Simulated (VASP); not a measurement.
SiGe7:

```
Si Ge
1.0
     3.98000    0.00000    0.00000
     0.00000    3.98000    0.00000
     0.00000    0.00000   11.26000
Si Ge
1 7
Direct
  0.00000 0.00000 0.00000
  0.00000 0.50000 0.87500
  0.50000 0.50000 0.75000
  0.50000 0.00000 0.62500
  0.00000 0.00000 0.50000
  0.50000 0.00000 0.12500
  0.50000 0.50000 0.25000
  0.00000 0.50000 0.37500
```

- Program: VASP 6.6.1
- Task: relaxation of cell and atoms
- Functional: PBE
- Potentials or basis: VASP PAW PBE potentials, release 64 (Si, Ge_d)
- Cutoff: 600 eV
- k mesh: 4 × 4 × 2
- Occupations: gaussian, width 0.2 eV
- Spin: no spin polarisation

At the start: pressure 3.4 GPa; volume 22.30 Å³/atom.

**Question.** Where does the relaxation end?

**Answer.** Over 9 steps the energy falls by 16.7 meV/atom and the volume is 23.48 Å³/atom (+5.3 %); space group P-4m2 (No. 115, to 0.05 Å).

Step by step:
```
step  energy change (eV)  largest force (eV/Å)  pressure (GPa)  volume (Å³)
   1              0.0000                0.5517            3.38       178.36
   2             -0.1142                0.1563           -0.79       190.76
   3             -0.1181                0.2148           -0.20       188.67
   4             -0.1181                0.2043           -0.18       188.88
   5             -0.1170                0.1794           -0.57       189.82
   6             -0.1180                0.2027           -0.39       189.09
   7             -0.1274                0.1224           -0.20       188.68
   8             -0.1315                0.1137           -0.05       188.14
   9             -0.1336                0.0610           -0.01       187.83
```

Final structure:
```yaml
crystal:
  lattice:
    - [4.08379, 0.00000, 0.00000]
    - [0.00000, 4.08379, 0.00000]
    - [0.00000, 0.00000, 11.26253]
  atoms:
    - { symbol: Si, position: [0.00000, 0.00000, 0.00000] }
    - { symbol: Ge, position: [0.00000, 0.50000, 0.87935] }
    - { symbol: Ge, position: [0.50000, 0.50000, 0.75197] }
    - { symbol: Ge, position: [0.50000, 0.00000, 0.62563] }
    - { symbol: Ge, position: [0.00000, 0.00000, 0.50000] }
    - { symbol: Ge, position: [0.50000, 0.00000, 0.12065] }
    - { symbol: Ge, position: [0.50000, 0.50000, 0.24803] }
    - { symbol: Ge, position: [0.00000, 0.50000, 0.37437] }
```

Caveat: the relaxation stopped at a loose force limit of 0.08 eV/Å, so its end isn't a converged minimum.
